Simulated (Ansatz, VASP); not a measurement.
SnO2: VASP beside Ansatz

The input INCAR:

```
ALGO = Normal
EDIFF = 1E-6
ENCUT = 520
GGA = PE
ISIF = 2
ISMEAR = -1
LASPH = True
LCHARG = False
LREAL = False
LWAVE = False
NBANDS = 35
NELM = 100
PREC = Accurate
SIGMA = 0.02
```

The input KPOINTS:

```
k-points
0
Gamma
  6 6 8
```

Contents of POSCAR:

```
SnO2
1.0
    4.7129679872      0.0000000000      0.0000000000
    0.0000000000      4.7129679872      0.0000000000
    0.0000000000      0.0000000000      3.2236325180
Sn O
2 4
Direct
    0.0000000000      0.0000000000      0.0000000000
    0.5000000000      0.5000000000      0.5000000000
    0.3059838962      0.3059838962      0.0000000000
    0.1940161038      0.8059838962      0.5000000000
    0.8059838962      0.1940161038      0.5000000000
    0.6940161038      0.6940161038      0.0000000000
```

Input for Ansatz:

```yaml
crystal:
  lattice:
    - [4.7129679872, 0.0, 0.0]
    - [0.0, 4.7129679872, 0.0]
    - [0.0, 0.0, 3.223632518]
  atoms:
    - { symbol: Sn, position: [0.0, 0.0, 0.0] }
    - { symbol: Sn, position: [0.5, 0.5, 0.5] }
    - { symbol: O, position: [0.3059838962, 0.3059838962, 0.0] }
    - { symbol: O, position: [0.1940161038, 0.8059838962, 0.5] }
    - { symbol: O, position: [0.8059838962, 0.1940161038, 0.5] }
    - { symbol: O, position: [0.6940161038, 0.6940161038, 0.0] }
kpoints:
  mp_grid: { grid: [6, 6, 8] }
  band_path:
    path:
      - [0.0, 0.0, 0.0]
      - [0.0, 0.5, 0.0]
      - [0.5, 0.5, 0.0]
      - [0.0, 0.0, 0.5]
      - [0.0, 0.5, 0.5]
      - [0.5, 0.5, 0.5]
    npoints: 1
hamiltonian:
  xc: pbe
scf:
  occupations: { method: fermi_dirac, width: 0.02 }
  n_extra_bands: 5
output:
  forces: true
  stress: true
  eigenvalues: true
```

Change from the starting cell: epitaxial_xy strain -1.0%.

Alike in both runs: task single point; functional PBE; k mesh 6 × 6 × 8; occupations fermi-dirac, width 0.02 eV; no spin polarisation.

```csv
,VASP,Ansatz
version,VASP 6.6.1,Ansatz 0.2.0
potentials or method,"VASP PAW PBE potentials, release 64 (Sn_d, O)","plane waves, PAW"
plane-wave cutoff (eV),520,420
valence electrons in the cell,52,52
```

```csv
,VASP,Ansatz,Ansatz less VASP
gap on the k mesh at the Fermi level (eV),1.18,1.19,+0.010
pressure (GPa),10.7,9.9,-0.71
"traceless stress, the component that is largest in VASP (GPa)",-0.79,-0.97,-0.189
rms of the force components (eV/Å),0.011,0.006,-0.0056
```

Atom by atom the forces differ by 0.006 eV/Å (rms over components). The functional is the same, so the differences come from potentials, cutoffs and numerics.
